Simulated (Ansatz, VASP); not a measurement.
# Ag: VASP beside Ansatz

```xyz
1
Lattice="0.0000 1.9997 1.9997 1.9997 0.0000 1.9997 1.9997 1.9997 0.0000" Properties=species:S:1:pos:R:3 pbc="T T T"
Ag    0.0000    0.0000    0.0000
```

Alike in both runs: task single point; functional LDA; k mesh 13 × 13 × 13; occupations gaussian, width 0.01 eV; no spin polarisation.

|  | VASP | Ansatz |
| --- | --- | --- |
| version | VASP 6.6.1 | Ansatz 0.2.0 |
| potentials or method | VASP PAW LDA potentials, release 64 (Ag), cutoff 520 eV | plane waves (420 eV) with PAW, scalar-relativistic |
| valence electrons in the cell | 11 | 19 |

|  | VASP | Ansatz | Ansatz less VASP |
| --- | --- | --- | --- |
| pressure (GPa) | 0.1 | -0.1 | -0.14 |

Ansatz warns that its potentials were made for another functional, while VASP's fit it. LDA's correlation is that of Perdew and Zunger in VASP and of Perdew and Wang (1992) in Ansatz. VASP's potentials hold 11 valence electrons a cell and Ansatz's 19, so a difference there can come from the potentials and not from the codes.
